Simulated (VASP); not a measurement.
# Cu3N (Pm-3m) in VASP: further runs

Aim: see how the results for Cu3N move with the level of theory and the settings. Levels: LDA, PBE, r2SCAN. Tasks: relaxation of cell and atoms.

Program: VASP 6.6.1. These are calculated values, not measurements. Logs are shortened: lines on timing, memory, paths and dates and some standing lists are left out, and cuts for length are marked.

## Step 1: The cell of the first run

The structure is cubic, space group Pm-3m (No. 221). The conventional cell has a = 3.807 Å, b = 3.807 Å, c = 3.807 Å, α = 90.00°, β = 90.00°, γ = 90.00°. Within 2.5 Å of Cu (site symmetry 4/mmm) lie 2 N at 1.90 Å. N (site symmetry m-3m) has 6 Cu at 1.90 Å within 2.5 Å.

## Step 2: Relaxation of cell and atoms, LDA

INCAR reads:

```
PREC = Accurate
ENCUT = 600
EDIFF = 1E-7
ISMEAR = -1
SIGMA = 0.05
LREAL = False
LASPH = True
NELM = 120
ALGO = Normal
ISIF = 3
LWAVE = False
LCHARG = False
GGA = CA
IBRION = 2
NSW = 80
EDIFFG = -0.01
GGA_COMPAT = False
NELMIN = 4
```

KPOINTS reads:

```
Automatic mesh
0
Gamma
  6 6 6
```

POSCAR reads:

```
Cu3N
1.0
    3.8070000000      0.0000000000      0.0000000000
    0.0000000000      3.8070000000      0.0000000000
    0.0000000000      0.0000000000      3.8070000000
Cu N
3 1
Direct
    0.5000000000      0.0000000000      0.0000000000
    0.0000000000      0.5000000000      0.0000000000
    0.0000000000      0.0000000000      0.5000000000
    0.0000000000      0.0000000000      0.0000000000
```

Potentials or basis: VASP PAW LDA potentials, release 64 (Cu, N).

Run with:

```console
$ cat potpaw_LDA.64/Cu/POTCAR potpaw_LDA.64/N/POTCAR > POTCAR
$ mpirun -np 1 vasp_std > vasp.out
```

OUTCAR:

```text
PREC = Accurate
   ENCUT = 600
   EDIFF = 1E-7
   ISMEAR = -1
   LREAL = False
   LASPH = True
   NELM = 120
   ISIF = 3
   GGA = CA
   IBRION = 2
   NSW = 80
   EDIFFG = -0.01
   NELMIN = 4

 ion  position               nearest neighbor table
   1  0.500  0.000  0.000-   4 1.90   4 1.90   2 2.69   3 2.69   2 2.69   2 2.69   3 2.69   3 2.69
                             3 2.69   2 2.69
   2  0.000  0.500  0.000-   4 1.90   4 1.90   1 2.69   3 2.69   1 2.69   3 2.69   3 2.69   3 2.69
                             1 2.69   1 2.69
   3  0.000  0.000  0.500-   4 1.90   4 1.90   1 2.69   1 2.69   2 2.69   2 2.69   2 2.69   2 2.69
                             1 2.69   1 2.69
   4  0.000  0.000  0.000-   1 1.90   2 1.90   3 1.90   3 1.90   2 1.90   1 1.90

  LATTYP: Found a simple cubic cell.
 ALAT       =     3.8070000000

  Lattice vectors:

 A1 = (   3.8070000000,   0.0000000000,   0.0000000000)
 A2 = (   0.0000000000,   3.8070000000,   0.0000000000)
 A3 = (   0.0000000000,   0.0000000000,   3.8070000000)

Analysis of symmetry for initial positions (statically):
=====================================================================
 Subroutine PRICEL returns:
 Original cell was already a primitive cell.

 Routine SETGRP: Setting up the symmetry group for a
 simple cubic supercell.

 Subroutine GETGRP returns: Found 48 space group operations
 (whereof 48 operations were pure point group operations)
 out of a pool of 48 trial point group operations.

The static configuration has the point symmetry O_h .

Analysis of symmetry for dynamics (positions and initial velocities):
=====================================================================
 Subroutine PRICEL returns:
 Original cell was already a primitive cell.

 Routine SETGRP: Setting up the symmetry group for a
 simple cubic supercell.

 Subroutine GETGRP returns: Found 48 space group operations
 (whereof 48 operations were pure point group operations)
 out of a pool of 48 trial point group operations.

The dynamic configuration has the point symmetry O_h .

 Subroutine INISYM returns: Found 48 space group operations
 (whereof 48 operations are pure point group operations),
 and found     1 'primitive' translations

----------------------------------------------------------------------------------------

                                     Primitive cell

  volume of cell :      55.1758

  direct lattice vectors                    reciprocal lattice vectors
     3.807000000  0.000000000  0.000000000     0.262674022  0.000000000  0.000000000
     0.000000000  3.807000000  0.000000000     0.000000000  0.262674022  0.000000000
     0.000000000  0.000000000  3.807000000     0.000000000  0.000000000  0.262674022

  length of vectors
     3.807000000  3.807000000  3.807000000     0.262674022  0.262674022  0.262674022

  position of ions in fractional coordinates (direct lattice)
     0.500000000  0.000000000  0.000000000
     0.000000000  0.500000000  0.000000000
     0.000000000  0.000000000  0.500000000
     0.000000000  0.000000000  0.000000000

  ion indices of the primitive-cell ions
   primitive index   ion index
                 1           1
                 2           2
                 3           3
                 4           4

----------------------------------------------------------------------------------------

 KPOINTS: Automatic mesh

Automatic generation of k-mesh.
 Grid dimensions read from file:
 generate k-points for:    6    6    6

 Generating k-lattice:

  Cartesian coordinates                     Fractional coordinates (reciprocal lattice)
     0.043779004  0.000000000  0.000000000     0.166666667  0.000000000  0.000000000
     0.000000000  0.043779004  0.000000000     0.000000000  0.166666667  0.000000000
     0.000000000  0.000000000  0.043779004     0.000000000  0.000000000  0.166666667

  Length of vectors
     0.043779004  0.043779004  0.043779004

  Shift w.r.t. Gamma in fractional coordinates (k-lattice)
     0.000000000  0.000000000  0.000000000

 Subroutine IBZKPT returns following result:
 ===========================================

 Found     20 irreducible k-points:

 Following reciprocal coordinates:
            Coordinates               Weight
  0.000000  0.000000  0.000000      1.000000
  0.166667  0.000000  0.000000      6.000000
  0.333333  0.000000  0.000000      6.000000
  0.500000  0.000000  0.000000      3.000000
  0.166667  0.166667  0.000000     12.000000
  0.333333  0.166667  0.000000     24.000000
[... 12 lines left out ...]
  0.500000  0.500000  0.333333      6.000000
  0.500000  0.500000  0.500000      1.000000
   k-points           NKPTS =     20   k-points in BZ     NKDIM =     20   number of bands    NBANDS=     23
   number of dos      NEDOS =    301   number of ions     NIONS =      4
   total plane-waves  NPLWV =  27000
   dimension x,y,z NGX =    30 NGY =   30 NGZ =   30
   dimension x,y,z NGXF=    60 NGYF=   60 NGZF=   60
[... 69 lines left out ...]
  Total       -2.7060434     -2.7060434     -2.7060434     -0.0000000     -0.0000000     -0.0000000
  in kB      -78.5772281    -78.5772281    -78.5772281     -0.0000000     -0.0000000     -0.0000000
  external PRESSURE =     -78.5772281 kB  Pullay stress =       0.0000000 kB

 VOLUME and BASIS-vectors are now :
 -----------------------------------------------------------------------------
  energy-cutoff  :      600.00
  volume of cell :       55.18
      direct lattice vectors                 reciprocal lattice vectors
     3.807000000  0.000000000  0.000000000     0.262674022  0.000000000  0.000000000
     0.000000000  3.807000000  0.000000000     0.000000000  0.262674022  0.000000000
     0.000000000  0.000000000  3.807000000     0.000000000  0.000000000  0.262674022

 POSITION                                       TOTAL-FORCE (eV/Angst)
 -----------------------------------------------------------------------------------
      1.90350      0.00000      0.00000         0.000000      0.000000      0.000000
      0.00000      1.90350      0.00000         0.000000      0.000000      0.000000
      0.00000      0.00000      1.90350         0.000000      0.000000      0.000000
      0.00000      0.00000      0.00000         0.000000      0.000000      0.000000
 -----------------------------------------------------------------------------------
    total drift:                                0.000000      0.000000      0.000000

  FREE ENERGIE OF THE ION-ELECTRON SYSTEM (eV)
  ---------------------------------------------------
  free  energy   TOTEN  =       -22.0767295367 eV
[... 17 lines left out ...]
 VOLUME and BASIS-vectors are now :
 -----------------------------------------------------------------------------
  energy-cutoff  :      600.00
  volume of cell :       49.95
      direct lattice vectors                 reciprocal lattice vectors
     3.682752165 -0.000000000 -0.000000000     0.271536057  0.000000000 -0.000000000
    -0.000000000  3.682752165 -0.000000000     0.000000000  0.271536057  0.000000000
     0.000000000 -0.000000000  3.682752165     0.000000000  0.000000000  0.271536057

 POSITION                                       TOTAL-FORCE (eV/Angst)
 -----------------------------------------------------------------------------------
      1.84138     -0.00000     -0.00000         0.000000     -0.000000      0.000000
     -0.00000      1.84138     -0.00000        -0.000000      0.000000      0.000000
      0.00000     -0.00000      1.84138        -0.000000      0.000000      0.000000
      0.00000      0.00000      0.00000         0.000000     -0.000000      0.000000
 -----------------------------------------------------------------------------------
    total drift:                                0.000000      0.000000      0.000000

  FREE ENERGIE OF THE ION-ELECTRON SYSTEM (eV)
  ---------------------------------------------------
  free  energy   TOTEN  =       -22.1302005176 eV

  energy  without entropy=      -22.1245789513  energy(sigma->0) =      -22.12738973

--------------------------------------- Ionic step        3  -------------------------------------------

 number of electron      38.0000067 magnetization

 Free energy of the ion-electron system (eV)
  ---------------------------------------------------
  ext. energy  EPLUGINS =         0.00000000
  ---------------------------------------------------
  free energy    TOTEN  =       -22.16343698 eV

  energy without entropy =      -22.15939556  energy(sigma->0) =      -22.16141627

 E-fermi :   5.3962     XC(G=0): -11.5306

 val. band max:        5.3952456281   @ k =   0.5000   0.5000   0.0000
 cond. band min:       5.3963947854   @ k =   0.5000   0.5000   0.5000
 fundamental gap:      0.0011491573
 Fermi energy:         5.3962333899

 k-point     1 :       0.0000    0.0000    0.0000
  band No.  band energies     occupation
      1     -11.8703      2.00000
      2      -0.3176      2.00000
      3       0.2266      2.00000
      4       0.2266      2.00000
      5       0.2266      2.00000
      6       1.0952      2.00000
[... 15 lines left out ...]
     22      10.9249      0.00000
     23      12.0824      0.00000

 k-point     2 :       0.1667    0.0000    0.0000
  band No.  band energies     occupation
      1     -11.7562      2.00000
      2      -0.8723      2.00000
      3      -0.0720      2.00000
      4      -0.0720      2.00000
      5       0.0540      2.00000
      6       1.1258      2.00000
[... 496 lines left out ...]
 VOLUME and BASIS-vectors are now :
 -----------------------------------------------------------------------------
  energy-cutoff  :      600.00
  volume of cell :       51.84
      direct lattice vectors                 reciprocal lattice vectors
     3.728761490 -0.000000000 -0.000000000     0.268185563  0.000000000 -0.000000000
    -0.000000000  3.728761490 -0.000000000     0.000000000  0.268185563  0.000000000
     0.000000000 -0.000000000  3.728761490     0.000000000  0.000000000  0.268185563

 POSITION                                       TOTAL-FORCE (eV/Angst)
 -----------------------------------------------------------------------------------
      1.86438     -0.00000     -0.00000         0.000000     -0.000000      0.000000
     -0.00000      1.86438     -0.00000        -0.000000     -0.000000      0.000000
      0.00000     -0.00000      1.86438        -0.000000      0.000000      0.000000
      0.00000      0.00000      0.00000         0.000000      0.000000      0.000000
 -----------------------------------------------------------------------------------
    total drift:                                0.000000      0.000000      0.000000

  FREE ENERGIE OF THE ION-ELECTRON SYSTEM (eV)
  ---------------------------------------------------
  free  energy   TOTEN  =       -22.1634369781 eV

  energy  without entropy=      -22.1593955589  energy(sigma->0) =      -22.16141627

 reached required accuracy - stopping structural energy minimisation
```

It took 35 s on 1 thread of Intel Xeon 6975P-C (Granite Rapids), shared host; peak memory 0.16 GiB.

What came out:

* Free energy: -22.1634 eV
* Relaxed volume: 12.96 Å³/atom
* Relaxed cell: a = 3.729 Å, b = 3.729 Å, c = 3.729 Å, α = 90.00°, β = 90.00°, γ = 90.00°
* Space group after relaxing (to 0.1 Å): Pm-3m (No. 221)
* Energy gained by relaxing: 21.7 meV/atom
* Ionic steps: 3
* Pressure after relaxing: 0.0 GPa
* Band gap on the k mesh: zero (filled and empty bands touch)

Step by step:
```csv
step,energy change (eV),largest force (eV/Å),pressure (GPa),volume (Å³)
1,0.0000,0.0000,-7.86,55.18
2,-0.0535,0.0000,5.83,49.95
3,-0.0867,0.0000,-0.02,51.84
```

Final structure:
```
CELL_PARAMETERS angstrom
3.72876 0.00000 0.00000
0.00000 3.72876 0.00000
0.00000 0.00000 3.72876
ATOMIC_POSITIONS crystal
Cu 0.50000 0.00000 0.00000
Cu 0.00000 0.50000 0.00000
Cu 0.00000 0.00000 0.50000
N 0.00000 0.00000 0.00000
```

Caveat: semilocal functionals underestimate gaps, and a narrow one can read as zero. With open d or f shells a metallic result of LDA can be an artefact of self-interaction; +U or a hybrid may open a gap.

## Step 3: Relaxation of cell and atoms, PBE

INCAR reads:

```
SYSTEM = Cu3N
  PREC = Accurate
  ENCUT = 600
  EDIFF = 1E-7
  ISMEAR = -1
  SIGMA = 0.05
  LREAL = .FALSE.
  LASPH = .TRUE.
  NELM = 120
  ALGO = Normal
  ISIF = 3
  LWAVE = .FALSE.
  LCHARG = .FALSE.
  GGA = PE
  IBRION = 2
  NSW = 80
  EDIFFG = -0.01
  GGA_COMPAT = .FALSE.
  NELMIN = 4
```

KPOINTS reads:

```
regular mesh
0
G
  6 6 6
  0 0 0
```

POSCAR is that of step 2.

Potentials or basis: VASP PAW PBE potentials, release 64 (Cu, N).

Run with:

```console
$ cat potpaw_PBE.64/Cu/POTCAR potpaw_PBE.64/N/POTCAR > POTCAR
$ mpirun -np 1 vasp_std > vasp.out
```

Run time: 42 s. Hardware: 1 thread of Intel Xeon 6975P-C (Granite Rapids), shared host; peak memory 0.18 GiB.

The run converged. Its results:

| Quantity | Value |
| --- | --- |
| Free energy | -18.3840 eV |
| Relaxed volume | 14.10 Å³/atom |
| Relaxed cell | a = 3.835 Å, b = 3.835 Å, c = 3.835 Å, α = 90.00°, β = 90.00°, γ = 90.00° |
| Space group after relaxing (to 0.1 Å) | Pm-3m (No. 221) |
| Energy gained by relaxing | 2.4 meV/atom |
| Ionic steps | 3 |
| Pressure after relaxing | 0.0 GPa |
| Band gap on the k mesh | 0.26 eV (least direct gap 0.81 eV) |

The path:
```
step  energy change (eV)  largest force (eV/Å)  pressure (GPa)  volume (Å³)
   1              0.0000                0.0000            2.60        55.18
   2             -0.0074                0.0000           -1.17        56.98
   3             -0.0096                0.0000            0.00        56.38
```

Final structure:
```xyz
4
Lattice="3.8346 0.0000 0.0000 0.0000 3.8346 0.0000 0.0000 0.0000 3.8346" Properties=species:S:1:pos:R:3 pbc="T T T"
Cu    1.9173    0.0000    0.0000
Cu    0.0000    1.9173    0.0000
Cu    0.0000    0.0000    1.9173
N     0.0000    0.0000    0.0000
```

Levels at points of the mesh, in eV from the valence-band top:
| k point | band 17 | band 18 | band 19 | band 20 | band 21 | band 22 |
| --- | --- | --- | --- | --- | --- | --- |
| (0.00, 0.00, 0.00) | -1.78 | -1.78 | -1.74 | 0.95 | 5.22 | 5.22 |
| (0.50, 0.00, 0.00) | -1.78 | -1.37 | -1.37 | 1.53 | 3.32 | 6.67 |
| (0.50, 0.50, 0.00) | -1.04 | -1.04 | -0.66 | 0.26 | 3.50 | 4.80 |
| (0.50, 0.50, 0.50) | 0.00 | 0.00 | 0.00 | 0.88 | 0.88 | 0.88 |

Caveat: semilocal functionals underestimate gaps, and a narrow one can read as zero.

## Step 4: Relaxation of cell and atoms, r2SCAN

POSCAR is that of step 3.

INCAR.step1 reads:

```
PREC = Accurate ; ENCUT = 660
ISMEAR = -1 ; SIGMA = 0.05
LREAL = False ; LASPH = True
NELM = 120 ; GGA = PE
ALGO = Normal ; EDIFF = 1E-5
LWAVE = True ; LCHARG = False
GGA_COMPAT = False ; IBRION = 2
ISIF = 3 ; EDIFFG = -0.005
NELMIN = 4 ; NSW = 100
```

INCAR.step2 reads:

```
PREC = Accurate ; ENCUT = 660
EDIFF = 1E-7 ; ISMEAR = -1
SIGMA = 0.05 ; LREAL = False
LASPH = True ; NELM = 120
ALGO = Normal ; ISIF = 3
LWAVE = False ; LCHARG = False
METAGGA = R2SCAN ; LMIXTAU = True
IBRION = 2 ; NSW = 80
EDIFFG = -0.01 ; ISTART = 1
GGA_COMPAT = False ; NELMIN = 4
```

KPOINTS reads:

```
Automatic mesh
0
Gamma
  6 6 6
```

Run with:

```console
$ cat potpaw_PBE.64/Cu/POTCAR potpaw_PBE.64/N/POTCAR > POTCAR
$ cp INCAR.step1 INCAR
$ mpirun -np 1 vasp_std > vasp.out
$ cp INCAR.step2 INCAR
$ mpirun -np 1 vasp_std > vasp.out
```

It took 2.4 min on 1 thread of Intel Xeon 6975P-C (Granite Rapids), shared host; peak memory 0.2 GiB.

It converged, with:

```
Free energy                           : -40.7111 eV
Relaxed volume                        : 13.67 Å³/atom
Relaxed cell                          : a = 3.796 Å, b = 3.796 Å, c = 3.796 Å, α = 90.00°, β = 90.00°, γ = 90.00°
Space group after relaxing (to 0.1 Å) : Pm-3m (No. 221)
Energy gained by relaxing             : 0.4 meV/atom
Ionic steps                           : 3
Pressure after relaxing               : 0.0 GPa
Band gap on the k mesh                : 0.27 eV (least direct gap 0.87 eV)
```

The path:
```tsv
step	energy change (eV)	largest force (eV/Å)	pressure (GPa)	volume (Å³)
1	0.0000	0.0000	-1.14	55.18
2	-0.0012	0.0000	0.65	54.40
3	-0.0018	0.0000	0.00	54.68
```

Final structure:
```yaml
crystal:
  lattice:
    - [3.79555, 0.00000, 0.00000]
    - [0.00000, 3.79555, 0.00000]
    - [0.00000, 0.00000, 3.79555]
  atoms:
    - { symbol: Cu, position: [0.50000, 0.00000, 0.00000] }
    - { symbol: Cu, position: [0.00000, 0.50000, 0.00000] }
    - { symbol: Cu, position: [0.00000, 0.00000, 0.50000] }
    - { symbol: N, position: [0.00000, 0.00000, 0.00000] }
```

Levels at points of the mesh, in eV from the valence-band top:
```tsv
k point	band 15	band 16	band 17	band 18	band 19	band 20	band 21	band 22	band 23
(0.00, 0.00, 0.00)	-2.50	-1.97	-1.97	-1.97	-1.90	1.19	5.71	5.71	7.02
(0.50, 0.00, 0.00)	-2.49	-2.30	-1.97	-1.50	-1.50	1.84	3.56	7.35	7.58
(0.50, 0.50, 0.00)	-2.44	-2.28	-1.13	-1.13	-0.74	0.27	4.00	5.18	5.18
(0.50, 0.50, 0.50)	-2.00	-2.00	0.00	0.00	0.00	0.95	0.95	0.95	6.33
```

Caveat: semilocal functionals underestimate gaps, and a narrow one can read as zero; the PAW data sets were made with another functional, which shifts forces and pressure a little. A k mesh can miss the band edges.

## Step 5: The runs side by side

| level | potentials or basis | cutoff (eV) | gap on the mesh (eV) | pressure (GPa) | relaxed volume (Å³/atom) |
| --- | --- | --- | --- | --- | --- |
| LDA | VASP PAW LDA potentials, release 64 (Cu, N) | 600 | none | 0.0 | 12.96 |
| PBE | VASP PAW PBE potentials, release 64 (Cu, N) | 600 | 0.26 | 0.0 | 14.10 |
| r2SCAN | VASP PAW PBE potentials, release 64 (Cu, N) | 660 | 0.27 | 0.0 | 13.67 |

Alike in all rows: task relaxation of cell and atoms; no spin polarisation; cell relaxed; k mesh 6 × 6 × 6; smearing fermi-dirac 0.05 eV.

Caveats: semilocal functionals underestimate gaps, and a narrow one can read as zero; the PAW data sets were made with another functional, which shifts forces and pressure a little (at least some runs).

Total energies depend on the potentials used, so only differences within one code and one set of settings carry meaning.
